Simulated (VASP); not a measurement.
# Br (Fd-3m) in VASP: notebook

Runs on Br. Level: r2SCAN. Tasks: relaxation of cell and atoms.

Everything below comes from runs of VASP 6.6.1. Logs are shortened: lines on timing, memory, paths and dates and some standing lists are left out, and cuts for length are marked.

## 1. The cell of the first run

It takes space group Fd-3m (No. 227, cubic). Conventional cell: a = 6.480 Å, b = 6.480 Å, c = 6.480 Å, α = 90.00°, β = 90.00°, γ = 90.00°. Within 3.7 Å of Br (site symmetry -43m) lie 4 Br at 2.81 Å.

## 2. Relaxation of cell and atoms, r2SCAN

POSCAR

```
Br
1.0
    0.0000000000      3.2400000000      3.2400000000
    3.2400000000      0.0000000000      3.2400000000
    3.2400000000      3.2400000000      0.0000000000
Br
2
Direct
    0.0000000000      0.0000000000      0.0000000000
    0.2500000000      0.2500000000      0.2500000000
```

INCAR.step1

```
ALGO = Normal
EDIFF = 1E-4
ENCUT = 600
GGA = PE
ISMEAR = -1
LASPH = True
LCHARG = False
LREAL = False
LWAVE = True
NELM = 100
PREC = Accurate
SIGMA = 0.02
```

INCAR.step2

```
ALGO = Normal
EDIFF = 1E-6
EDIFFG = -0.01
ENCUT = 600
IBRION = 2
ISIF = 3
ISMEAR = -1
ISTART = 1
LASPH = True
LCHARG = False
LMIXTAU = True
LREAL = False
LWAVE = False
METAGGA = R2SCAN
NELM = 100
NSW = 80
PREC = Accurate
SIGMA = 0.02
```

KPOINTS

```
k-points
0
Gamma
  6 6 6
```

Potentials or basis: VASP PAW PBE potentials, release 64 (Br).

The run is started by

```bash
cat potpaw_PBE.64/Br/POTCAR > POTCAR
cp INCAR.step1 INCAR
mpirun -np 1 vasp_std > vasp.out
cp INCAR.step2 INCAR
mpirun -np 1 vasp_std > vasp.out
```

OUTCAR:

```text
EDIFF = 1E-6
   EDIFFG = -0.01
   ENCUT = 600
   IBRION = 2
   ISIF = 3
   ISMEAR = -1
   ISTART = 1
   LASPH = True
   LREAL = False
   METAGGA = R2SCAN
   NELM = 100
   NSW = 80
   PREC = Accurate

 ion  position               nearest neighbor table
   1  0.000  0.000  0.000-
   2  0.250  0.250  0.250-

  LATTYP: Found a face centered cubic cell.
 ALAT       =     6.4800000000

  Lattice vectors:

 A1 = (   0.0000000000,   3.2400000000,   3.2400000000)
 A2 = (   3.2400000000,   0.0000000000,   3.2400000000)
 A3 = (   3.2400000000,   3.2400000000,   0.0000000000)

Analysis of symmetry for initial positions (statically):
=====================================================================
 Subroutine PRICEL returns:
 Original cell was already a primitive cell.

 Routine SETGRP: Setting up the symmetry group for a
 face centered cubic supercell.

 Subroutine GETGRP returns: Found 48 space group operations
 (whereof 24 operations were pure point group operations)
 out of a pool of 48 trial point group operations.

The static configuration has the point symmetry T_d .
 The point group associated with its full space group is O_h .

Analysis of symmetry for dynamics (positions and initial velocities):
=====================================================================
 Subroutine PRICEL returns:
 Original cell was already a primitive cell.

 Routine SETGRP: Setting up the symmetry group for a
 face centered cubic supercell.

 Subroutine GETGRP returns: Found 48 space group operations
 (whereof 24 operations were pure point group operations)
 out of a pool of 48 trial point group operations.

The dynamic configuration has the point symmetry T_d .
 The point group associated with its full space group is O_h .

 Subroutine INISYM returns: Found 48 space group operations
 (whereof 24 operations are pure point group operations),
 and found     1 'primitive' translations

----------------------------------------------------------------------------------------

                                     Primitive cell

  volume of cell :      68.0244

  direct lattice vectors                    reciprocal lattice vectors
     0.000000000  3.240000000  3.240000000    -0.154320988  0.154320988  0.154320988
     3.240000000  0.000000000  3.240000000     0.154320988 -0.154320988  0.154320988
     3.240000000  3.240000000  0.000000000     0.154320988  0.154320988 -0.154320988

  length of vectors
     4.582051942  4.582051942  4.582051942     0.267291791  0.267291791  0.267291791

  position of ions in fractional coordinates (direct lattice)
     0.000000000  0.000000000  0.000000000
     0.250000000  0.250000000  0.250000000

  ion indices of the primitive-cell ions
   primitive index   ion index
[... 57 lines left out ...]
   ISTART =      1    job   : 0-new  1-cont  2-samecut
   ICHARG =      0    charge: 1-file 2-atom 10-const
   ISPIN  =      1    spin polarized calculation?
   LNONCOLLINEAR =      F non collinear calculations
   LSORBIT =      F    spin-orbit coupling
   LASPH  =      T    aspherical Exc in radial PAW
   ENCUT  =  600.0 eV  44.10 Ry    6.64 a.u.   9.15  9.15  9.15*2*pi/ulx,y,z
   NELM   =    100;   NELMIN=  2; NELMDL=  0     # of ELM steps
   EDIFF  = 0.1E-05   stopping-criterion for ELM
   LREAL  =      F    real-space projection
   EDIFFG = -.1E-01   stopping-criterion for IOM
   NSW    =     80    number of steps for IOM
   IBRION =      2    ionic relax: 0-MD 1-quasi-New 2-CG
   NFREE  =      1    steps in history (QN), initial steepest desc. (CG)
   ISIF   =      3    stress and relaxation
   ISYM   =      2    0-nonsym 1-usesym 2-fastsym
   POTIM  = 0.5000    time-step for ionic-motion
   TEBEG  =    0.0;   TEEND  =   0.0 temperature during run
   PSTRESS=    0.0 pullay stress
   NELECT =      14.0000    total number of electrons
   NUPDOWN=      -1.0000    fix difference up-down
   EMIN   =  10.00;   EMAX   =-10.00  energy-range for DOS
   EFERMI =   0.00;   METHOD = LEGACY
   ISMEAR =    -1;   SIGMA  =   0.02  broadening in eV -4-tet -1-fermi 0-gaus
   EFERMI_NEDOS =   21; number of points for ismear=-14 and -15
   IALGO  =     38    algorithm
   IMIX   =      4    mixing-type and parameters
     AMIX     =   0.40;   BMIX     =  1.00
     AMIX_MAG =   1.60;   BMIX_MAG =  1.00
  volume/ion in A,a.u.               =      34.01       229.53
  Fermi-wavevector in a.u.,A,eV,Ry     =   0.966561  1.826535 12.711103  0.934240
  Thomas-Fermi vector in A             =   2.096373
   LORBIT       =      0    0 simple, 1 ext, 2 COOP (PROOUT), +10 PAW based schemes
   METAGGA = R2SCAN    functional components
   LHFCALC =     F    Hartree Fock is set to
   AEXX    =    0.0000 exact exchange contribution
   IVDW    =     0    specifies the selected vdW correction
   LEPSILON=     F    determine dielectric tensor
   LRPA    =     F    only Hartree local field effects (RPA)
 conjugate gradient relaxation of ions
 non-spin polarized calculation
  energy-cutoff  :      600.00
  volume of cell :       68.02
 maximum number of plane-waves:      2285
 NGX is ok and might be reduce to    40
   NGX = 19   NGY = 19   NGZ = 19

--------------------------------------- Ionic step        1  -------------------------------------------

 number of electron      14.0000001 magnetization

 Free energy of the ion-electron system (eV)
  ---------------------------------------------------
  ext. energy  EPLUGINS =         0.00000000
  ---------------------------------------------------
  free energy    TOTEN  =       -24.69483025 eV

  energy without entropy =      -24.68875081  energy(sigma->0) =      -24.69179053

 E-fermi :   0.3890     XC(G=0):  -8.1945

 val. band max:        0.3612712797   @ k =  -0.3333   0.3333   0.0000
 cond. band min:       0.4182249236   @ k =  -0.3333   0.1667   0.0000
 fundamental gap:      0.0569536440
 Fermi energy:         0.3890288135

 k-point     1 :       0.0000    0.0000    0.0000
  band No.  band energies     occupation
      1     -16.6789      2.00000
      2     -13.1809      2.00000
      3      -3.4918      2.00000
      4      -3.4918      2.00000
      5      -3.4918      2.00000
      6      -1.0360      2.00000
      7      -1.0360      2.00000
      8      -1.0360      2.00000
      9       5.5865      0.00000
     10       9.5415      0.00000
     11       9.5415      0.00000
[... 315 lines left out ...]
--------------------------------------- Ionic step        4  -------------------------------------------

 number of electron      13.9999997 magnetization

 Free energy of the ion-electron system (eV)
  ---------------------------------------------------
  ext. energy  EPLUGINS =         0.00000000
  ---------------------------------------------------
  free energy    TOTEN  =       -24.94258617 eV

  energy without entropy =      -24.93496616  energy(sigma->0) =      -24.93877617

 E-fermi :  -1.4885     XC(G=0):  -7.2566

 val. band max:       -1.5033908843   @ k =  -0.3333   0.3333   0.0000
 cond. band min:      -1.4615588452   @ k =  -0.3333   0.1667   0.0000
 fundamental gap:      0.0418320391
 Fermi energy:        -1.4884523740

 k-point     1 :       0.0000    0.0000    0.0000
  band No.  band energies     occupation
      1     -17.2094      2.00000
      2     -15.0274      2.00000
      3      -4.3488      2.00000
      4      -4.3488      2.00000
      5      -4.3488      2.00000
      6      -2.4338      2.00000
      7      -2.4338      2.00000
      8      -2.4338      2.00000
      9       4.0991      0.00000
     10       8.2384      0.00000
     11       8.2384      0.00000
[... 237 lines left out ...]
  FREE ENERGIE OF THE ION-ELECTRON SYSTEM (eV)
  ---------------------------------------------------
  free  energy   TOTEN  =       -24.9425861709 eV

  energy  without entropy=      -24.9349661627  energy(sigma->0) =      -24.93877617

 reached required accuracy - stopping structural energy minimisation
```

Run time: 3.8 min. Hardware: 1 thread of Intel Xeon 6975P-C, shared host; peak memory 0.26 GiB.

What came out:

| Property | Result |
| --- | --- |
| Free energy | -24.9426 eV |
| Relaxed volume | 42.08 Å³/atom |
| Relaxed cell | a = 4.919 Å, b = 4.919 Å, c = 4.919 Å, α = 60.00°, β = 60.00°, γ = 60.00° |
| Space group after relaxing (to 0.1 Å) | Fd-3m (No. 227) |
| Energy gained by relaxing | 123.9 meV/atom |
| Ionic steps | 4 |
| Pressure after relaxing | 0.0 GPa |
| Band gap on the k mesh | zero (bands 7 and 8 overlap by 1.28 eV) |

The path:
```csv
step,energy change (eV),largest force (eV/Å),pressure (GPa),volume (Å³)
1,0.0000,0.0000,6.05,68.02
2,-0.2430,0.0000,0.59,81.46
3,-0.2476,0.0000,-0.11,84.68
4,-0.2478,0.0000,0.00,84.16
```

Final structure:
```xyz
2
Lattice="0.0000 3.4783 3.4783 3.4783 0.0000 3.4783 3.4783 3.4783 0.0000" Properties=species:S:1:pos:R:3 pbc="T T T"
Br    0.0000    0.0000    0.0000
Br    1.7391    1.7391    1.7391
```

Levels at points of the mesh, in eV from the Fermi level:
```tsv
k point	band 4	band 5	band 6	band 7	band 8	band 9	band 10	band 11
(0.00, 0.00, 0.00)	-2.86	-2.86	-0.95	-0.95	-0.95	5.59	9.73	9.73
(0.50, 0.00, 0.00)	-3.27	-3.27	-0.37	-0.37	-0.19	7.92	8.26	9.43
(0.50, 0.50, 0.00)	-3.69	-1.93	-1.93	0.34	0.34	7.48	7.48	11.25
```

Caveat: the volume moved by over 15 % at a fixed basis, so the end points are rough; the PAW data sets were made with another functional, which shifts forces and pressure a little.

## 3. Relaxation of cell and atoms, r2SCAN, target pressure 5 GPa, at which the enthalpy is minimised

POSCAR is that of step 2.

INCAR.step1

```
SYSTEM = Br
  PREC = Accurate
  ENCUT = 600
  ISMEAR = -1
  SIGMA = 0.02
  LREAL = .FALSE.
  LASPH = .TRUE.
  NELM = 80
  GGA = PE
  ALGO = Normal
  EDIFF = 1E-4
  LWAVE = .TRUE.
  LCHARG = .FALSE.
```

INCAR.step2

```
SYSTEM = Br
  PREC = Accurate
  ENCUT = 600
  EDIFF = 1E-6
  ISMEAR = -1
  SIGMA = 0.02
  LREAL = .FALSE.
  LASPH = .TRUE.
  NELM = 80
  ALGO = Normal
  ISIF = 3
  LWAVE = .FALSE.
  LCHARG = .FALSE.
  METAGGA = R2SCAN
  LMIXTAU = .TRUE.
  IBRION = 2
  NSW = 80
  EDIFFG = -0.01
  PSTRESS = 50.0
  ISTART = 1
```

KPOINTS

```
Automatic mesh
0
G
  6 6 6
  0 0 0
```

Potentials or basis: VASP PAW PBE potentials, release 64 (Br).

The run is started by

```bash
cat potpaw_PBE.64/Br/POTCAR > POTCAR
cp INCAR.step1 INCAR
mpirun -np 1 vasp_std > vasp.out
cp INCAR.step2 INCAR
mpirun -np 1 vasp_std > vasp.out
```

OUTCAR:

```text
SYSTEM = Br
   PREC = Accurate
   ENCUT = 600
   EDIFF = 1E-6
   ISMEAR = -1
   LREAL = .FALSE.
   LASPH = .TRUE.
   NELM = 80
   ISIF = 3
   METAGGA = R2SCAN
   IBRION = 2
   NSW = 80
   EDIFFG = -0.01
   PSTRESS = 50.0
   ISTART = 1

 ion  position               nearest neighbor table
   1  0.000  0.000  0.000-
   2  0.250  0.250  0.250-

  LATTYP: Found a face centered cubic cell.
 ALAT       =     6.4800000000

  Lattice vectors:

 A1 = (   0.0000000000,   3.2400000000,   3.2400000000)
 A2 = (   3.2400000000,   0.0000000000,   3.2400000000)
 A3 = (   3.2400000000,   3.2400000000,   0.0000000000)

Analysis of symmetry for initial positions (statically):
=====================================================================
 Subroutine PRICEL returns:
 Original cell was already a primitive cell.

 Routine SETGRP: Setting up the symmetry group for a
 face centered cubic supercell.

 Subroutine GETGRP returns: Found 48 space group operations
 (whereof 24 operations were pure point group operations)
 out of a pool of 48 trial point group operations.

The static configuration has the point symmetry T_d .
 The point group associated with its full space group is O_h .
[... 142 lines left out ...]
   NGX = 19   NGY = 19   NGZ = 19

--------------------------------------- Ionic step        1  -------------------------------------------

 number of electron      14.0000001 magnetization

 Free energy of the ion-electron system (eV)
  ---------------------------------------------------
  ext. energy  EPLUGINS =         0.00000000
  ---------------------------------------------------
  free energy    TOTEN  =       -24.69483025 eV

  energy without entropy =      -24.68875081  energy(sigma->0) =      -24.69179053

------------------------ aborting loop because EDIFF is reached ----------------------------------------

  FORCE on cell =-STRESS in cart. coord.  units (eV):
  Direction    XX          YY          ZZ          XY          YZ          ZX
  --------------------------------------------------------------------------------------
  -------------------------------------------------------------------------------------
  Total        2.5674238      2.5674238      2.5674238      0.0000000      0.0000000      0.0000000
  in kB       60.4704396     60.4704396     60.4704396      0.0000000      0.0000000      0.0000000
  external PRESSURE =      10.4704396 kB  Pullay stress =      50.0000000 kB
[... 63 lines left out ...]
--------------------------------------- Ionic step        3  -------------------------------------------

 number of electron      14.0000001 magnetization

 Free energy of the ion-electron system (eV)
  ---------------------------------------------------
  ext. energy  EPLUGINS =         0.00000000
  ---------------------------------------------------
  free energy    TOTEN  =       -24.75597021 eV

  energy without entropy =      -24.74989500  energy(sigma->0) =      -24.75293260

 E-fermi :   0.1412     XC(G=0):  -8.0774

 val. band max:        0.1153912571   @ k =  -0.3333   0.3333   0.0000
 cond. band min:       0.1700648499   @ k =  -0.3333   0.1667   0.0000
 fundamental gap:      0.0546735928
 Fermi energy:         0.1411715064

 k-point     1 :       0.0000    0.0000    0.0000
  band No.  band energies     occupation
      1     -16.7417      2.00000
      2     -13.4309      2.00000
      3      -3.6044      2.00000
      4      -3.6044      2.00000
      5      -3.6044      2.00000
      6      -1.2171      2.00000
      7      -1.2171      2.00000
      8      -1.2171      2.00000
      9       5.3864      0.00000
     10       9.3710      0.00000
     11       9.3710      0.00000
[... 241 lines left out ...]
  energy  without entropy=      -24.7498950001  energy(sigma->0) =      -24.75293260

  enthalpy is  TOTEN    =       -22.5776343399 eV   P V=        2.1783358668

 reached required accuracy - stopping structural energy minimisation
```

OUTCAR.step1:

```text
SYSTEM = Br
   PREC = Accurate
   ENCUT = 600
   ISMEAR = -1
   LREAL = .FALSE.
   LASPH = .TRUE.
[... 436 lines left out ...]
      0.00000      0.00000      0.00000         0.000000      0.000000     -0.000000
      1.62000      1.62000      1.62000        -0.000000     -0.000000      0.000000
 -----------------------------------------------------------------------------------
    total drift:                               -0.000000      0.000000      0.000000

  FREE ENERGIE OF THE ION-ELECTRON SYSTEM (eV)
  ---------------------------------------------------
  free  energy   TOTEN  =        -1.7270916278 eV

  energy  without entropy=       -1.7207656972  energy(sigma->0) =       -1.72392866
```

OSZICAR.step1:

```text
N       E                     dE             d eps       ncg     rms          rms(c)
DAV:   1     0.851640523114E+02    0.85164E+02   -0.62300E+03   352   0.118E+03
DAV:   2     0.363310789022E+01   -0.81531E+02   -0.78594E+02   595   0.185E+02
DAV:   3    -0.166734686636E+01   -0.53005E+01   -0.52351E+01   430   0.540E+01
DAV:   4    -0.172539786864E+01   -0.58051E-01   -0.58016E-01   403   0.655E+00
DAV:   5    -0.172610611518E+01   -0.70825E-03   -0.70821E-03   415   0.714E-01    0.102E+01
DAV:   6    -0.172644134178E+01   -0.33523E-03   -0.94709E-04   406   0.237E-01    0.614E+00
DAV:   7    -0.172705887624E+01   -0.61753E-03   -0.16282E-03   382   0.309E-01    0.366E-02
DAV:   8    -0.172709162783E+01   -0.32752E-04   -0.31536E-05   248   0.532E-02
   1 F= -.17270916E+01 E0= -.17239287E+01  d E =-.632593E-02
```

It took 2.7 min on 1 thread of Intel Xeon 6975P-C, shared host; peak memory 0.26 GiB.

What came out:

| Item | Value |
| --- | --- |
| Free energy | -24.7560 eV |
| Relaxed volume | 34.90 Å³/atom |
| Relaxed cell | a = 4.622 Å, b = 4.622 Å, c = 4.622 Å, α = 60.00°, β = 60.00°, γ = 60.00° |
| Space group after relaxing (to 0.1 Å) | Fd-3m (No. 227) |
| Energy change on relaxing (the run minimises the enthalpy) | -30.6 meV/atom |
| Ionic steps | 3 |
| Pressure after relaxing | 5.0 GPa |
| Band gap on the k mesh | zero (bands 7 and 8 overlap by 1.87 eV) |

The path:
```csv
step,energy change (eV),largest force (eV/Å),pressure (GPa),volume (Å³)
1,0.0000,0.0000,6.05,68.02
2,-0.0744,0.0000,4.77,70.24
3,-0.0611,0.0000,5.02,69.80
```

Final structure:
```yaml
crystal:
  lattice:
    - [0.00000, 3.26797, 3.26797]
    - [3.26797, 0.00000, 3.26797]
    - [3.26797, 3.26797, 0.00000]
  atoms:
    - { symbol: Br, position: [0.00000, 0.00000, 0.00000] }
    - { symbol: Br, position: [0.25000, 0.25000, 0.25000] }
```

Caveat: the cell is relaxed towards a set pressure, so the run minimises the enthalpy, not the energy; the PAW data sets were made with another functional, which shifts forces and pressure a little.

[end of part 1 of 2]

The gap in the log of VASP goes by the Fermi energy; the results here count the filled bands.